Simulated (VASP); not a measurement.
# NaCl (Fm-3m) in VASP: a series of runs

Runs on NaCl. Level: PBEsol. Tasks: vibrations by perturbation theory.

All numbers are computed with VASP 6.6.1; they aren't measurements. Logs are shortened: lines on timing, memory, paths and dates and some standing lists are left out, and cuts for length are marked.

## 1. The cell of the first run

Symmetry: Fm-3m, No. 225, cubic system. The conventional cell has a = 5.387 Å, b = 5.387 Å, c = 5.387 Å, α = 90.00°, β = 90.00°, γ = 90.00°. Na (site symmetry m-3m) has 6 Cl at 2.69 Å within 3.6 Å. Within 3.6 Å of Cl (site symmetry m-3m) lie 6 Na at 2.69 Å.

## 2. Vibrations by perturbation theory, PBEsol

Contents of INCAR:

```
ALGO     = Normal         # electronic algorithm
EDIFF    = 1E-8           # SCF threshold, eV
ENCUT    = 520            # plane-wave cutoff, eV
GGA      = PS             # functional
IBRION   = 8              # ionic algorithm
ISIF     = 2              # what is computed and relaxed
ISMEAR   = 0              # smearing method
LASPH    = T              # aspherical terms in the spheres
LCHARG   = F              # write CHGCAR
LREAL    = F              # projectors in reciprocal space
LWAVE    = F              # write WAVECAR
NBANDS   = 14             # bands
NELM     = 60             # most SCF steps
NSW      = 1              # ionic steps
PREC     = Accurate       # precision mode
SIGMA    = 0.01           # smearing width, eV
```

Contents of KPOINTS:

```
k-points
0
Gamma
  8 8 8
```

Contents of POSCAR:

```
NaCl
1.0
    2.6935137220      2.6935137220      0.0000000000
   -2.6935137220      2.6935137220      0.0000000000
    0.0000000000      2.6935137220      2.6935137220
Na Cl
1 1
Direct
    0.0000000000      0.0000000000      0.0000000000
    0.5000000000      0.5000000000      0.0000000000
```

Potentials or basis: VASP PAW PBE potentials, release 64 (Na_pv, Cl).

On the command line:

```sh
$ cat potpaw_PBE.64/Na_pv/POTCAR potpaw_PBE.64/Cl/POTCAR > POTCAR
$ mpirun -np 1 vasp_std > vasp.out
```

OUTCAR:

```text
EDIFF = 1E-8
   ENCUT = 520
   GGA = PS
   IBRION = 8
   ISIF = 2
   ISMEAR = 0
   LASPH = T
   LREAL = F
   NELM = 60
   NSW = 1
   PREC = Accurate

 ion  position               nearest neighbor table
   1  0.000  0.000  0.000-   2 2.69   2 2.69   2 2.69   2 2.69   2 2.69   2 2.69
   2  0.500  0.500  0.000-   1 2.69   1 2.69   1 2.69   1 2.69   1 2.69   1 2.69

  LATTYP: Found a face centered cubic cell.
 ALAT       =     5.3870274440

  Lattice vectors:

 A1 = (   0.0000000000,   2.6935137220,   2.6935137220)
 A2 = (   2.6935137220,   0.0000000000,   2.6935137220)
 A3 = (   2.6935137220,   2.6935137220,   0.0000000000)

Analysis of symmetry for initial positions (statically):
=====================================================================
 Subroutine PRICEL returns:
 Original cell was already a primitive cell.

 Routine SETGRP: Setting up the symmetry group for a
 face centered cubic supercell.

 Subroutine GETGRP returns: Found 48 space group operations
 (whereof 48 operations were pure point group operations)
 out of a pool of 48 trial point group operations.

The static configuration has the point symmetry O_h .

Analysis of symmetry for dynamics (positions and initial velocities):
=====================================================================
 Subroutine PRICEL returns:
 Original cell was already a primitive cell.

 Routine SETGRP: Setting up the symmetry group for a
 face centered cubic supercell.

 Subroutine GETGRP returns: Found 48 space group operations
 (whereof 48 operations were pure point group operations)
 out of a pool of 48 trial point group operations.

The dynamic configuration has the point symmetry O_h .

 Subroutine INISYM returns: Found 48 space group operations
 (whereof 48 operations are pure point group operations),
 and found     1 'primitive' translations

----------------------------------------------------------------------------------------

                                     Primitive cell

  volume of cell :      39.0830

  direct lattice vectors                    reciprocal lattice vectors
     2.693513722  2.693513722  0.000000000     0.185631132  0.185631132 -0.185631132
    -2.693513722  2.693513722  0.000000000    -0.185631132  0.185631132 -0.185631132
     0.000000000  2.693513722  2.693513722     0.000000000  0.000000000  0.371262263

  length of vectors
     3.809203636  3.809203636  3.809203636     0.321522551  0.321522551  0.371262263

  position of ions in fractional coordinates (direct lattice)
     0.000000000  0.000000000  0.000000000
     0.500000000  0.500000000  0.000000000

  ion indices of the primitive-cell ions
   primitive index   ion index
                 1           1
                 2           2

----------------------------------------------------------------------------------------

 KPOINTS: k-points

Automatic generation of k-mesh.
 Grid dimensions read from file:
 generate k-points for:    8    8    8

 Generating k-lattice:

  Cartesian coordinates                     Fractional coordinates (reciprocal lattice)
     0.023203891  0.023203891 -0.023203891     0.125000000  0.000000000  0.000000000
    -0.023203891  0.023203891 -0.023203891     0.000000000  0.125000000  0.000000000
     0.000000000  0.000000000  0.046407783     0.000000000  0.000000000  0.125000000

  Length of vectors
     0.040190319  0.040190319  0.046407783

  Shift w.r.t. Gamma in fractional coordinates (k-lattice)
     0.000000000  0.000000000  0.000000000

 Subroutine IBZKPT returns following result:
[... 86 lines left out ...]

--------------------------------------- Ionic step        1  -------------------------------------------

 number of electron      13.9999997 magnetization

 Free energy of the ion-electron system (eV)
  ---------------------------------------------------
  ext. energy  EPLUGINS =         0.00000000
  ---------------------------------------------------
  free energy    TOTEN  =        -6.94123034 eV

  energy without entropy =       -6.94123034  energy(sigma->0) =       -6.94123034

 E-fermi :   0.2004     XC(G=0):  -8.9554

 val. band max:        0.0900067191   @ k =   0.0000   0.0000   0.0000
 cond. band min:       5.5800880746   @ k =   0.0000   0.0000   0.0000
 fundamental gap:      5.4900813555
 Fermi energy:         0.2004121238

 k-point     1 :       0.0000    0.0000    0.0000
  band No.  band energies     occupation
      1     -20.3449      2.00000
      2     -20.3449      2.00000
      3     -20.3449      2.00000
      4     -12.9160      2.00000
      5       0.0900      2.00000
      6       0.0900      2.00000
      7       0.0900      2.00000
      8       5.5801      0.00000
      9      11.1892      0.00000
     10      11.1893      0.00000
     11      11.1893      0.00000
     12      13.6038      0.00000
     13      13.6038      0.00000
     14      15.1958      0.00000
[... 377 lines left out ...]
      1     -20.3915      2.00000
      2     -20.3600      2.00000
      3     -20.3528      2.00000
      4     -12.3538      2.00000
      5      -2.0107      2.00000
      6      -0.9057      2.00000
      7      -0.4538      2.00000
      8       8.5661      0.00000
      9      10.0141      0.00000
     10      10.8381      0.00000
     11      12.2027      0.00000
     12      15.0194      0.00000
     13      16.5323      0.00000
     14      17.5258      0.00000

 [... further k-points ...]

------------------------ aborting loop because EDIFF is reached ----------------------------------------

  FORCE on cell =-STRESS in cart. coord.  units (eV):
  Direction    XX          YY          ZZ          XY          YZ          ZX
  --------------------------------------------------------------------------------------
  -------------------------------------------------------------------------------------
  Total        0.9921776      0.9921776      0.9921776     -0.0000000     -0.0000000      0.0000000
  in kB       40.6735814     40.6735814     40.6735814     -0.0000000     -0.0000000      0.0000000
  external PRESSURE =      40.6735814 kB  Pullay stress =       0.0000000 kB

 VOLUME and BASIS-vectors are now :
 -----------------------------------------------------------------------------
  energy-cutoff  :      520.00
  volume of cell :       39.08
      direct lattice vectors                 reciprocal lattice vectors
     2.693513722  2.693513722  0.000000000     0.185631132  0.185631132 -0.185631132
    -2.693513722  2.693513722  0.000000000    -0.185631132  0.185631132 -0.185631132
     0.000000000  2.693513722  2.693513722     0.000000000  0.000000000  0.371262263

 POSITION                                       TOTAL-FORCE (eV/Angst)
 -----------------------------------------------------------------------------------
      0.00000      0.00000      0.00000        -0.000000     -0.000000      0.000000
      0.00000      2.69351      0.00000         0.000000      0.000000      0.000000
 -----------------------------------------------------------------------------------
    total drift:                               -0.000000      0.000000     -0.000000

  FREE ENERGIE OF THE ION-ELECTRON SYSTEM (eV)
  ---------------------------------------------------
  free  energy   TOTEN  =        -6.9412303443 eV

  energy  without entropy=       -6.9412303443  energy(sigma->0) =       -6.94123034

[... ionic steps 2 to 3 ...]

--------------------------------------- Ionic step        4  -------------------------------------------

------------------------ aborting loop because EDIFF is reached ----------------------------------------

[... ionic steps 5 to 6 ...]

--------------------------------------- Ionic step        7  -------------------------------------------

 Free energy of the ion-electron system (eV)
  ---------------------------------------------------
  ---------------------------------------------------
  free energy    TOTEN  =        -0.19221764 eV

  energy without entropy =       -0.19221764

------------------------ aborting loop because EDIFF is reached ----------------------------------------

 INTERNAL STRAIN TENSOR  FOR ION    2  DIRECTION 1   (eV/Angst):
 -----------------------------------------------------------------------------
    -0.00880  0.00000  0.00000
     0.00000 -0.00047  0.00000
    -0.00000  0.00000 -0.00047

 INTERNAL STRAIN TENSOR FOR ION    2 for displacements in x,y,z  (eV/Angst):
          X           Y           Z          XY          YZ          ZX
  --------------------------------------------------------------------------------
  x     0.00000     0.00000     0.00000     0.00000     0.00000     0.00000
  y     0.00000     0.00000     0.00000     0.00000     0.00000     0.00000
  z     0.00000     0.00000     0.00000     0.00000     0.00000     0.00000

 SECOND DERIVATIVES (NOT SYMMETRIZED)
 ------------------------------------
               1X          1Y          1Z          2X          2Y          2Z
  1X    -2.456278    0.000000   -0.000000    2.456278   -0.000000    0.000000
  1Y    -0.000000   -2.456278    0.000000    0.000000    2.456278   -0.000000
  1Z     0.000000    0.000000   -2.456278   -0.000000   -0.000000    2.456278
  2X     2.485057    0.000000    0.000000   -2.485057    0.000000    0.000000
  2Y     0.000000    2.485057    0.000000    0.000000   -2.485057    0.000000
  2Z     0.000000    0.000000    2.485057    0.000000    0.000000   -2.485057

 Eigenvectors and eigenvalues of the dynamical matrix
 ----------------------------------------------------

   1 f  =    6.575973 THz    41.318058 2PiTHz  219.350853 cm-1    27.196027 meV
             X         Y         Z           dx          dy          dz
      0.000000  0.000000  0.000000    -0.000000    0.777072   -0.000000
      0.000000  2.693514  0.000000     0.000000   -0.629412    0.000000
[... 21 lines left out ...]
   6 f/i=    0.018733 THz     0.117702 2PiTHz    0.624861 cm-1     0.077473 meV
             X         Y         Z           dx          dy          dz
      0.000000  0.000000  0.000000     0.475884   -0.396576   -0.111454
      0.000000  2.693514  0.000000     0.587526   -0.489612   -0.137601

--------------------------------------------------------------------------------------------------------

 ELASTIC MODULI CONTR FROM IONIC RELAXATION (kBar)
 Direction    XX          YY          ZZ          XY          YZ          ZX
 --------------------------------------------------------------------------------
 XX           0.0000      0.0000      0.0000      0.0000      0.0000      0.0000
 YY           0.0000      0.0000      0.0000      0.0000      0.0000      0.0000
 ZZ           0.0000      0.0000      0.0000      0.0000      0.0000      0.0000
 XY           0.0000      0.0000      0.0000      0.0000      0.0000      0.0000
 YZ           0.0000      0.0000      0.0000      0.0000      0.0000      0.0000
 ZX           0.0000      0.0000      0.0000      0.0000      0.0000      0.0000
 --------------------------------------------------------------------------------
```

It took 1.9 min on 1 thread of Intel Xeon Platinum 8259CL at 2.50GHz (Skylake/Cascade Lake), shared host; peak memory 0.21 GiB.

What came out:

| Property | Result |
| --- | --- |
| Highest phonon frequency at Γ, LO-TO splitting left out | 219 cm⁻¹ |

Phonon frequencies in cm⁻¹ (negative: imaginary):
```
              q point           frequencies
(0.000, 0.000, 0.000)  -1 -1 -1 219 219 219
```

Caveat: the cell stands under pressure or tension, which shifts response properties; the PAW data sets were made with another functional, which shifts forces and pressure a little.

## 3. Vibrations by perturbation theory, PBEsol

This run uses another cell than the first one, of 20.57 Å³/atom.

Contents of INCAR:

```
PREC = Accurate
ENCUT = 520
EDIFF = 1E-8
ISMEAR = 0
SIGMA = 0.01
LREAL = False
LASPH = True
NELM = 80
ALGO = Normal
ISIF = 2
LWAVE = False
LCHARG = False
GGA = PS
NBANDS = 14
IBRION = 8
NSW = 1
```

Contents of KPOINTS:

```
Automatic mesh
0
Gamma
  8 8 8
```

Contents of POSCAR:

```
NaCl
1.0
    2.7398560400      2.7398560400      0.0000000000
   -2.7398560400      2.7398560400      0.0000000000
    0.0000000000      2.7398560400      2.7398560400
Na Cl
1 1
Direct
    0.0000000000      0.0000000000      0.0000000000
    0.5000000000      0.5000000000      0.0000000000
```

Potentials or basis: VASP PAW PBE potentials, release 64 (Na_pv, Cl).

On the command line:

```sh
$ cat potpaw_PBE.64/Na_pv/POTCAR potpaw_PBE.64/Cl/POTCAR > POTCAR
$ mpirun -np 1 vasp_std > vasp.out
```

OUTCAR:

```text
PREC = Accurate
   ENCUT = 520
   EDIFF = 1E-8
   ISMEAR = 0
   LREAL = False
   LASPH = True
   NELM = 80
   ISIF = 2
   GGA = PS
   IBRION = 8
   NSW = 1

 ion  position               nearest neighbor table
   1  0.000  0.000  0.000-
   2  0.500  0.500  0.000-

  LATTYP: Found a face centered cubic cell.
 ALAT       =     5.4797120800

  Lattice vectors:

 A1 = (   0.0000000000,   2.7398560400,   2.7398560400)
 A2 = (   2.7398560400,   0.0000000000,   2.7398560400)
 A3 = (   2.7398560400,   2.7398560400,   0.0000000000)

Analysis of symmetry for initial positions (statically):
=====================================================================
 Subroutine PRICEL returns:
 Original cell was already a primitive cell.

 Routine SETGRP: Setting up the symmetry group for a
[... 636 lines left out ...]

------------------------ aborting loop because EDIFF is reached ----------------------------------------

 INTERNAL STRAIN TENSOR  FOR ION    2  DIRECTION 1   (eV/Angst):
 -----------------------------------------------------------------------------
    -0.00633 -0.00000 -0.00000
     0.00000 -0.00154 -0.00000
     0.00000 -0.00000 -0.00154

 INTERNAL STRAIN TENSOR FOR ION    2 for displacements in x,y,z  (eV/Angst):
          X           Y           Z          XY          YZ          ZX
  --------------------------------------------------------------------------------
  x     0.00000     0.00000     0.00000     0.00000     0.00000     0.00000
  y     0.00000     0.00000     0.00000     0.00000     0.00000     0.00000
  z     0.00000     0.00000     0.00000     0.00000     0.00000     0.00000

 SECOND DERIVATIVES (NOT SYMMETRIZED)
 ------------------------------------
               1X          1Y          1Z          2X          2Y          2Z
  1X    -1.978367    0.000000    0.000000    1.978367    0.000000    0.000000
  1Y     0.000000   -1.978367    0.000000    0.000000    1.978367    0.000000
  1Z     0.000000    0.000000   -1.978367    0.000000    0.000000    1.978367
  2X     1.986130    0.000000    0.000000   -1.986130    0.000000    0.000000
  2Y     0.000000    1.986130    0.000000    0.000000   -1.986130    0.000000
  2Z     0.000000    0.000000    1.986130    0.000000    0.000000   -1.986130

 Eigenvectors and eigenvalues of the dynamical matrix
 ----------------------------------------------------

   1 f  =    5.892636 THz    37.024521 2PiTHz  196.557163 cm-1    24.369971 meV
             X         Y         Z           dx          dy          dz
      0.000000  0.000000  0.000000    -0.737298   -0.249163    0.000000
      0.000000  2.739856  0.000000     0.594890    0.201038    0.000000
[... 21 lines left out ...]
   6 f/i=    0.005639 THz     0.035429 2PiTHz    0.188087 cm-1     0.023320 meV
             X         Y         Z           dx          dy          dz
      0.000000  0.000000  0.000000     0.000000    0.000000   -0.627941
      0.000000  2.739856  0.000000     0.000000    0.000000   -0.778261

--------------------------------------------------------------------------------------------------------

 ELASTIC MODULI CONTR FROM IONIC RELAXATION (kBar)
 Direction    XX          YY          ZZ          XY          YZ          ZX
 --------------------------------------------------------------------------------
 XX           0.0000      0.0000      0.0000      0.0000      0.0000      0.0000
 YY           0.0000      0.0000      0.0000      0.0000      0.0000      0.0000
 ZZ           0.0000      0.0000      0.0000      0.0000      0.0000      0.0000
 XY           0.0000      0.0000      0.0000      0.0000      0.0000      0.0000
 YZ           0.0000      0.0000      0.0000      0.0000      0.0000      0.0000
 ZX           0.0000      0.0000      0.0000      0.0000      0.0000      0.0000
 --------------------------------------------------------------------------------
```

Run time: 2.9 min. Hardware: 1 thread of Intel Xeon Platinum 8259CL at 2.50GHz (Skylake/Cascade Lake), shared host; peak memory 0.22 GiB.

What came out:

| Property | Result |
| --- | --- |
| Highest phonon frequency at Γ, LO-TO splitting left out | 197 cm⁻¹ |

Phonon frequencies in cm⁻¹ (negative: imaginary):
| q point | frequencies |
| --- | --- |
| (0.000, 0.000, 0.000) | 0 0 0 197 197 197 |

Caveat: the cell stands under pressure or tension, which shifts response properties; the PAW data sets were made with another functional, which shifts forces and pressure a little.

(Continued in part 2 of 2.)
